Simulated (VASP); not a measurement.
Here is a VASP 6.6.1 calculation.

INCAR

```
SYSTEM = PbO
ALGO = Normal ; EDIFF = 1E-6
ENCUT = 600 ; GGA = PE
GGA_COMPAT = .FALSE. ; ISIF = 2
ISMEAR = 0 ; LASPH = .TRUE.
LCHARG = .FALSE. ; LREAL = .FALSE.
LWAVE = .FALSE. ; NBANDS = 28
NELM = 120 ; PREC = Accurate
SIGMA = 0.01
```

The input KPOINTS:

```
k-points
0
G
  2 2 2
  0 0 0
```

The input POSCAR:

```
PbO
1.0
    3.9900000000      0.0000000000      0.0000000000
    0.0000000000      3.9900000000      0.0000000000
    0.0000000000      0.0000000000      5.0100000000
Pb O
2 2
Direct
    0.0000000000      0.5000000000      0.2400000000
    0.5000000000      0.0000000000      0.7600000000
    0.0000000000      0.0000000000      0.0000000000
    0.5000000000      0.5000000000      0.0000000000
```

Potentials or basis: VASP PAW PBE potentials, release 64 (Pb_d, O).

The run is started by

```sh
$ cat potpaw_PBE.64/Pb_d/POTCAR potpaw_PBE.64/O/POTCAR > POTCAR
$ mpirun -np 1 vasp_std > vasp.out
```

Question: Predict the band gap on the k mesh.

Answer: 1.14 eV (least direct gap 2.06 eV).

Question: Estimate the largest force.

Answer: 0.065 eV/Å.

Stress tensor (GPa, compression positive):
```
3.24 0.00 0.00
0.00 3.24 0.00
0.00 0.00 1.55
```

Caveat: the k points lie up to 0.79 Å⁻¹ apart; spin-orbit coupling is left out, which moves the levels of the heavy elements. A k mesh can miss the band edges.
